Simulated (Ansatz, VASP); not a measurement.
Two plane-wave programs on Pt

INCAR

```
SYSTEM = Pt
ALGO = Normal
EDIFF = 1E-6
EDIFFG = -0.001
ENCUT = 600
GGA = PS
IBRION = 2
ISIF = 3
ISMEAR = -1
LASPH = .TRUE.
LCHARG = .FALSE.
LREAL = .FALSE.
LWAVE = .FALSE.
NELM = 60
NSW = 80
PREC = Accurate
SIGMA = 0.15
```

KPOINTS

```
k-points
0
G
  18 18 18
  0 0 0
```

Contents of POSCAR:

```
Pt
1.0
    0.0000000000      1.9589238155      1.9589238155
    1.9589238155      0.0000000000      1.9589238155
    1.9589238155      1.9589238155      0.0000000000
Pt
1
Direct
    0.0000000000      0.0000000000      0.0000000000
```

Input for Ansatz:

```yaml
crystal:
  lattice:
    - [0.0, 1.9589238155, 1.9589238155]
    - [1.9589238155, 0.0, 1.9589238155]
    - [1.9589238155, 1.9589238155, 0.0]
  atoms:
    - { symbol: Pt, position: [0.0, 0.0, 0.0] }
basis:
  ecutwfc: 420
kpoints:
  mp_grid: { grid: [18, 18, 18] }
hamiltonian:
  xc: pbesol
  pseudopotentials: { kind: paw, azcp: { folder: soft_1 } }
scf:
  occupations: { method: fermi_dirac, width: 0.15 }
output:
  forces: true
  stress: true
  eigenvalues: true
relax:
  adjacent_minimum: "off"
  f_tol: 0.001
  max_steps: 60
  cell: { stress_tol: 0.01 }
```

Alike in both runs: task relaxation of cell and atoms; functional PBEsol; k mesh 18 × 18 × 18; occupations fermi-dirac, width 0.15 eV; no spin polarisation.

|  | VASP | Ansatz |
| --- | --- | --- |
| version | VASP 6.6.1 | Ansatz 0.2.0 |
| potentials or method | VASP PAW PBE potentials, release 64 (Pt), cutoff 600 eV | scalar-relativistic, plane waves, PAW |
| valence electrons in the cell | 10 | 18 |

Ansatz gave:

| Item | Value |
| --- | --- |
| gap on the k mesh at the Fermi level, each at its own relaxed structure (eV) | none |
| relaxed volume (Å³/atom) | 15.08 |
| relaxed cell length with the largest relative difference (Å) | 2.773 |

Problem. Which values does VASP return?

Solution. gap on the k mesh at the Fermi level, each at its own relaxed structure (eV): none; relaxed volume (Å³/atom): 15.06; relaxed cell length with the largest relative difference (Å): 2.772.

VASP's potentials were made for PBE, not for PBEsol, and Ansatz warns of the same on its side. A gap of «none» marks a metal or a gap that the smearing closes. VASP's potentials hold 10 valence electrons a cell and Ansatz's 18, so a difference there can come from the potentials and not from the codes.

Spin-orbit coupling is off throughout.
